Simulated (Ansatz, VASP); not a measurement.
# Two plane-wave programs on BeTe3

Contents of INCAR:

```
PREC = Accurate ; ENCUT = 600
EDIFF = 1E-6 ; ISMEAR = 0
SIGMA = 0.1 ; LREAL = F
LASPH = T ; NELM = 80
ALGO = Normal ; ISIF = 3
LWAVE = F ; LCHARG = F
GGA = PE ; IBRION = 2
NSW = 100 ; EDIFFG = -0.01
```

Contents of KPOINTS:

```
regular mesh
0
Gamma
  12 12 12
```

The input POSCAR:

```
BeTe3
1.0
   -3.0026901991      3.0026901991      3.0026901991
    3.0026901991     -3.0026901991      3.0026901991
    3.0026901991      3.0026901991     -3.0026901991
Be Te
1 3
Direct
    0.0000000000      0.0000000000      0.0000000000
    0.0000000000      0.5000000000      0.5000000000
    0.5000000000      0.0000000000      0.5000000000
    0.5000000000      0.5000000000      0.0000000000
```

Input for Ansatz:

```yaml
crystal:
  lattice:
    - [-3.0026901991, 3.0026901991, 3.0026901991]
    - [3.0026901991, -3.0026901991, 3.0026901991]
    - [3.0026901991, 3.0026901991, -3.0026901991]
  atoms:
    - { symbol: Be, position: [0.0, 0.0, 0.0] }
    - { symbol: Te, position: [0.0, 0.5, 0.5] }
    - { symbol: Te, position: [0.5, 0.0, 0.5] }
    - { symbol: Te, position: [0.5, 0.5, 0.0] }
basis:
  ecutwfc: 420
kpoints:
  mp_grid: { grid: [12, 12, 12] }
hamiltonian:
  xc: pbe
scf:
  occupations: { method: gaussian, width: 0.1 }
output:
  forces: true
  stress: true
  eigenvalues: true
  write_density: true
  write_potential: true
  elf: true
  volumetric_format: npy
relax:
  adjacent_minimum: "off"
  f_tol: 0.01
  max_steps: 80
  cell: { stress_tol: 0.05 }
```

Alike in both runs: task relaxation of cell and atoms; functional PBE; k mesh 12 × 12 × 12; occupations gaussian, width 0.1 eV; no spin polarisation.

|  | VASP | Ansatz |
| --- | --- | --- |
| version | VASP 6.6.1 | Ansatz 0.2.0 |
| potentials or method | VASP PAW PBE potentials, release 64 (Be, Te), cutoff 600 eV | scalar-relativistic, plane waves, PAW |
| valence electrons in the cell | 20 | 50 |

VASP gave:

* gap on the k mesh at the Fermi level, each at its own relaxed structure (eV): none
* relaxed volume (Å³/atom): 27.19
* relaxed cell length with the largest relative difference (Å): 5.208

Problem. What did Ansatz give for the same quantities?

Solution. gap on the k mesh at the Fermi level, each at its own relaxed structure (eV): none; relaxed volume (Å³/atom): 27.17; relaxed cell length with the largest relative difference (Å): 5.207.

A gap of «none» marks a metal or a gap that the smearing closes. VASP's potentials hold 20 valence electrons a cell and Ansatz's 50, so a difference there can come from the potentials and not from the codes.

Neither program's run includes spin-orbit coupling.
